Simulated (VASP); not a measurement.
# K (Fm-3m) in VASP: notebook

The runs below take K through relaxation of cell and atoms, with LDA.

All numbers are computed with VASP 6.6.1; they aren't measurements. Logs are shortened: lines on timing, memory, paths and dates and some standing lists are left out, and cuts for length are marked.

### 1 The cell of the first run

It takes space group Fm-3m (No. 225, cubic). The conventional cell has a = 6.363 Å, b = 6.363 Å, c = 6.363 Å, α = 90.00°, β = 90.00°, γ = 90.00°. Within 5.9 Å of K (site symmetry m-3m) lie 12 K at 4.50 Å.

This isn't the form of K at room conditions, which is bcc.

### 2 Relaxation of cell and atoms, LDA, target pressure 10 GPa, at which the enthalpy is minimised

INCAR

```
SYSTEM = K
  PREC = Accurate
  ENCUT = 600
  EDIFF = 1E-7
  ISMEAR = -1
  SIGMA = 0.1
  LREAL = .False.
  LASPH = .True.
  NELM = 60
  ALGO = Normal
  ISIF = 3
  LWAVE = .False.
  LCHARG = .False.
  GGA = CA
  IBRION = 2
  NSW = 100
  EDIFFG = -0.002
  PSTRESS = 100.0
```

KPOINTS

```
regular mesh
0
Gamma
  18 18 18
  0 0 0
```

POSCAR

```
K
1.0
    0.0000000000      3.1813064520      3.1813064520
    3.1813064520      0.0000000000      3.1813064520
    3.1813064520      3.1813064520      0.0000000000
K
1
Direct
    0.0000000000      0.0000000000      0.0000000000
```

Potentials or basis: VASP PAW LDA potentials, release 64 (K_sv).

On the command line:

```
> cat potpaw_LDA.64/K_sv/POTCAR > POTCAR
> mpirun -np 1 vasp_std > vasp.out
```

OUTCAR:

```text
SYSTEM = K
   PREC = Accurate
   ENCUT = 600
   EDIFF = 1E-7
   ISMEAR = -1
   LREAL = .False.
   LASPH = .True.
   NELM = 60
   ISIF = 3
   GGA = CA
   IBRION = 2
   NSW = 100
   EDIFFG = -0.002
   PSTRESS = 100.0

 ion  position               nearest neighbor table
   1  0.000  0.000  0.000-

  LATTYP: Found a face centered cubic cell.
 ALAT       =     6.3626129040

  Lattice vectors:

 A1 = (   0.0000000000,   3.1813064520,   3.1813064520)
 A2 = (   3.1813064520,   0.0000000000,   3.1813064520)
 A3 = (   3.1813064520,   3.1813064520,   0.0000000000)

Analysis of symmetry for initial positions (statically):
=====================================================================
 Subroutine PRICEL returns:
 Original cell was already a primitive cell.

 Routine SETGRP: Setting up the symmetry group for a
 face centered cubic supercell.

 Subroutine GETGRP returns: Found 48 space group operations
 (whereof 48 operations were pure point group operations)
 out of a pool of 48 trial point group operations.

The static configuration has the point symmetry O_h .

Analysis of symmetry for dynamics (positions and initial velocities):
=====================================================================
 Subroutine PRICEL returns:
 Original cell was already a primitive cell.

 Routine SETGRP: Setting up the symmetry group for a
 face centered cubic supercell.

 Subroutine GETGRP returns: Found 48 space group operations
 (whereof 48 operations were pure point group operations)
 out of a pool of 48 trial point group operations.

The dynamic configuration has the point symmetry O_h .

 Subroutine INISYM returns: Found 48 space group operations
 (whereof 48 operations are pure point group operations),
 and found     1 'primitive' translations

----------------------------------------------------------------------------------------

                                     Primitive cell

  volume of cell :      64.3942

  direct lattice vectors                    reciprocal lattice vectors
     0.000000000  3.181306452  3.181306452    -0.157168134  0.157168134  0.157168134
     3.181306452  0.000000000  3.181306452     0.157168134 -0.157168134  0.157168134
     3.181306452  3.181306452  0.000000000     0.157168134  0.157168134 -0.157168134

  length of vectors
     4.499046730  4.499046730  4.499046730     0.272223194  0.272223194  0.272223194

  position of ions in fractional coordinates (direct lattice)
     0.000000000  0.000000000  0.000000000

  ion indices of the primitive-cell ions
   primitive index   ion index
                 1           1

----------------------------------------------------------------------------------------

 KPOINTS: regular mesh

Automatic generation of k-mesh.
 Grid dimensions read from file:
 generate k-points for:   18   18   18

 Generating k-lattice:

  Cartesian coordinates                     Fractional coordinates (reciprocal lattice)
    -0.008731563  0.008731563  0.008731563     0.055555556  0.000000000  0.000000000
     0.008731563 -0.008731563  0.008731563     0.000000000  0.055555556  0.000000000
     0.008731563  0.008731563 -0.008731563     0.000000000  0.000000000  0.055555556

  Length of vectors
     0.015123511  0.015123511  0.015123511

  Shift w.r.t. Gamma in fractional coordinates (k-lattice)
     0.000000000  0.000000000  0.000000000

 Subroutine IBZKPT returns following result:
 ===========================================

 Found    195 irreducible k-points:

 Following reciprocal coordinates:
            Coordinates               Weight
  0.000000  0.000000  0.000000      1.000000
  0.055556  0.000000  0.000000      8.000000
  0.111111  0.000000  0.000000      8.000000
  0.166667  0.000000  0.000000      8.000000
  0.222222  0.000000  0.000000      8.000000
  0.277778  0.000000  0.000000      8.000000
[... 16 lines left out ...]
 -0.277778  0.055556  0.000000     24.000000
 -0.222222  0.055556  0.000000     24.000000
 [... further k-points ...]
   k-points           NKPTS =    195   k-points in BZ     NKDIM =    195   number of bands    NBANDS=      8
   number of dos      NEDOS =    301   number of ions     NIONS =      1
   total plane-waves  NPLWV =  46656
   dimension x,y,z NGX =    36 NGY =   36 NGZ =   36
   dimension x,y,z NGXF=    72 NGYF=   72 NGZF=   72
   ions per type =               1
   NGX,Y,Z   is equivalent  to a cutoff of  13.30, 13.30, 13.30 a.u.
   NGXF,Y,Z  is equivalent  to a cutoff of  26.60, 26.60, 26.60 a.u.
 SYSTEM =  K
   PREC   = accura    normal or accurate (medium, high low for compatibility)
   ISTART =      0    job   : 0-new  1-cont  2-samecut
   ICHARG =      2    charge: 1-file 2-atom 10-const
   ISPIN  =      1    spin polarized calculation?
   LNONCOLLINEAR =      F non collinear calculations
   LSORBIT =      F    spin-orbit coupling
   LASPH  =      T    aspherical Exc in radial PAW
   ENCUT  =  600.0 eV  44.10 Ry    6.64 a.u.   8.99  8.99  8.99*2*pi/ulx,y,z
   NELM   =     60;   NELMIN=  2; NELMDL= -5     # of ELM steps
   EDIFF  = 0.1E-06   stopping-criterion for ELM
   LREAL  =      F    real-space projection
   EDIFFG = -.2E-02   stopping-criterion for IOM
   NSW    =    100    number of steps for IOM
   IBRION =      2    ionic relax: 0-MD 1-quasi-New 2-CG
   NFREE  =      1    steps in history (QN), initial steepest desc. (CG)
   ISIF   =      3    stress and relaxation
   ISYM   =      2    0-nonsym 1-usesym 2-fastsym
   POTIM  = 0.5000    time-step for ionic-motion
   TEBEG  =    0.0;   TEEND  =   0.0 temperature during run
   PSTRESS=  100.0 pullay stress
   NELECT =       9.0000    total number of electrons
   NUPDOWN=      -1.0000    fix difference up-down
   EMIN   =  10.00;   EMAX   =-10.00  energy-range for DOS
   EFERMI =   0.00;   METHOD = LEGACY
   ISMEAR =    -1;   SIGMA  =   0.10  broadening in eV -4-tet -1-fermi 0-gaus
   EFERMI_NEDOS =   21; number of points for ismear=-14 and -15
   IALGO  =     38    algorithm
   IMIX   =      4    mixing-type and parameters
     AMIX     =   0.40;   BMIX     =  1.00
     AMIX_MAG =   1.60;   BMIX_MAG =  1.00
  volume/ion in A,a.u.               =      64.39       434.55
  Fermi-wavevector in a.u.,A,eV,Ry     =   0.849585  1.605483  9.820612  0.721795
  Thomas-Fermi vector in A             =   1.965429
   LORBIT       =      0    0 simple, 1 ext, 2 COOP (PROOUT), +10 PAW based schemes
   GGA     = CA    functional components
   LHFCALC =     F    Hartree Fock is set to
   AEXX    =    0.0000 exact exchange contribution
   IVDW    =     0    specifies the selected vdW correction
   LEPSILON=     F    determine dielectric tensor
   LRPA    =     F    only Hartree local field effects (RPA)
 conjugate gradient relaxation of ions
 non-spin polarized calculation
  energy-cutoff  :      600.00
  volume of cell :       64.39
 maximum number of plane-waves:      2174
   NGX = 17   NGY = 17   NGZ = 17

--------------------------------------- Ionic step        1  -------------------------------------------

 number of electron       8.9999999 magnetization

 Free energy of the ion-electron system (eV)
  ---------------------------------------------------
  ext. energy  EPLUGINS =         0.00000000
  ---------------------------------------------------
  free energy    TOTEN  =        -1.17753908 eV

  energy without entropy =       -1.15326188  energy(sigma->0) =       -1.16540048

 E-fermi :  -0.0036     XC(G=0):  -6.2217

 val. band max:       -0.0111000441   @ k =   0.5000   0.2222   0.0556
 cond. band min:       0.0050809018   @ k =   0.5000   0.1111   0.0556
 fundamental gap:      0.0161809458
 Fermi energy:        -0.0035817136

 k-point     1 :       0.0000    0.0000    0.0000
  band No.  band energies     occupation
      1     -31.7465      2.00000
      2     -15.4155      2.00000
      3     -15.4155      2.00000
      4     -15.4155      2.00000
      5      -2.3696      2.00000
      6       4.1988      0.00000
      7       4.1988      0.00000
      8       4.1988      0.00000
[... 243 lines left out ...]
 k-point    24 :      -0.2222    0.0556    0.0000
  band No.  band energies     occupation
      1     -31.7428      2.00000
      2     -15.4688      2.00000
      3     -15.4262      2.00000
      4     -15.4215      2.00000
      5      -1.5950      2.00000
      6       2.8547      0.00000
      7       4.1486      0.00000
      8       4.3680      0.00000

 [... further k-points ...]

------------------------ aborting loop because EDIFF is reached ----------------------------------------

  FORCE on cell =-STRESS in cart. coord.  units (eV):
  Direction    XX          YY          ZZ          XY          YZ          ZX
  --------------------------------------------------------------------------------------
  -------------------------------------------------------------------------------------
  Total       -0.0011350     -0.0011350     -0.0011350      0.0000000     -0.0000000      0.0000000
  in kB       -0.0282388     -0.0282388     -0.0282388      0.0000000     -0.0000000      0.0000000
  external PRESSURE =    -100.0282388 kB  Pullay stress =     100.0000000 kB
[... 94 lines left out ...]
  energy  without entropy=       -0.5616886331  energy(sigma->0) =       -0.57638317

  enthalpy is  TOTEN    =         1.4641335175 eV   P V=        2.0552112254

[... ionic steps 4 to 15 ...]

--------------------------------------- Ionic step       16  -------------------------------------------

 number of electron       9.0000000 magnetization

------------------------ aborting loop because EDIFF is reached ----------------------------------------
[... 69 lines left out ...]
--------------------------------------- Ionic step       18  -------------------------------------------

 number of electron       9.0000000 magnetization

 Free energy of the ion-electron system (eV)
  ---------------------------------------------------
  ext. energy  EPLUGINS =         0.00000000
  ---------------------------------------------------
  free energy    TOTEN  =        -0.57836554 eV

  energy without entropy =       -0.54876836  energy(sigma->0) =       -0.56356695

 E-fermi :   2.4078     XC(G=0):  -8.4119

 val. band max:        2.3915790126   @ k =   0.5000   0.3333   0.1667
 cond. band min:       2.4196565927   @ k =  -0.4444   0.5000   0.0556
 fundamental gap:      0.0280775801
 Fermi energy:         2.4078246027

 k-point     1 :       0.0000    0.0000    0.0000
  band No.  band energies     occupation
      1     -29.5177      2.00000
      2     -12.8393      2.00000
      3     -12.8393      2.00000
      4     -12.8393      2.00000
      5      -0.9590      2.00000
      6       6.8563      0.00000
      7       6.8563      0.00000
      8       6.8563      0.00000
[... 243 lines left out ...]
 k-point    24 :      -0.2222    0.0556    0.0000
  band No.  band energies     occupation
      1     -29.4550      2.00000
      2     -13.2732      2.00000
      3     -12.9158      2.00000
      4     -12.8780      2.00000
      5       0.4136      2.00000
      6       5.3456      0.00000
      7       6.9278      0.00000
      8       7.1475      0.00000

 [... further k-points ...]

------------------------ aborting loop because EDIFF is reached ----------------------------------------

  FORCE on cell =-STRESS in cart. coord.  units (eV):
  Direction    XX          YY          ZZ          XY          YZ          ZX
  --------------------------------------------------------------------------------------
  -------------------------------------------------------------------------------------
  Total        2.0417476      2.0417476      2.0417476     -0.0000000      0.0000000     -0.0000000
  in kB       99.9691109     99.9691109     99.9691109     -0.0000000      0.0000000     -0.0000000
  external PRESSURE =      -0.0308891 kB  Pullay stress =     100.0000000 kB
[... 20 lines left out ...]
  energy  without entropy=       -0.5487683588  energy(sigma->0) =       -0.56356695

  enthalpy is  TOTEN    =         1.4640128992 eV   P V=        2.0423784370

 reached required accuracy - stopping structural energy minimisation
```

Wall time 14 min (1 thread of Oxide Virtual Turin-like, shared host); peak memory 0.24 GiB.

Results:

| Property | Result |
| --- | --- |
| Free energy | -0.5784 eV |
| Relaxed volume | 32.72 Å³/atom |
| Relaxed cell | a = 3.590 Å, b = 3.590 Å, c = 3.590 Å, α = 60.00°, β = 60.00°, γ = 60.00° |
| Space group after relaxing (to 0.1 Å) | Fm-3m (No. 225) |
| Energy change on relaxing (the run minimises the enthalpy) | +599.2 meV/atom |
| Ionic steps | 18 |
| Pressure after relaxing | 10.0 GPa |
| Band gap on the k mesh | zero (an odd number of electrons rules out a gap without spin polarisation) |

The path:
```csv
step,energy change (eV),largest force (eV/Å),pressure (GPa),volume (Å³)
1,0.0000,0.0000,0.00,64.39
2,0.5394,0.0000,9.14,33.72
3,0.5865,0.0000,9.81,32.93
4,0.5866,0.0000,9.82,32.93
5,0.5869,0.0000,9.82,32.92
6,0.5869,0.0000,9.82,32.92
7,0.5869,0.0000,9.82,32.92
8,0.5869,0.0000,9.82,32.92
9,0.5869,0.0000,9.82,32.92
10,0.5870,0.0000,9.82,32.92
11,0.5871,0.0000,9.81,32.92
12,0.5872,0.0000,9.83,32.92
13,0.5876,0.0000,9.82,32.91
14,0.5882,0.0000,9.84,32.90
15,0.5895,0.0000,9.86,32.88
16,0.5922,0.0000,9.90,32.83
17,0.5975,0.0000,9.98,32.75
18,0.5992,0.0000,10.00,32.72
```

Final structure:
```yaml
crystal:
  lattice:
    - [0.00000, 2.53867, 2.53867]
    - [2.53867, 0.00000, 2.53867]
    - [2.53867, 2.53867, 0.00000]
  atoms:
    - { symbol: K, position: [0.00000, 0.00000, 0.00000] }
```

Caveat: the cell is relaxed towards a set pressure, so the run minimises the enthalpy, not the energy; the volume moved by over 15 % at a fixed basis, so the end points are rough.

[end of part 1 of 2]

The gap in the log of VASP goes by the Fermi energy; the results here count the filled bands.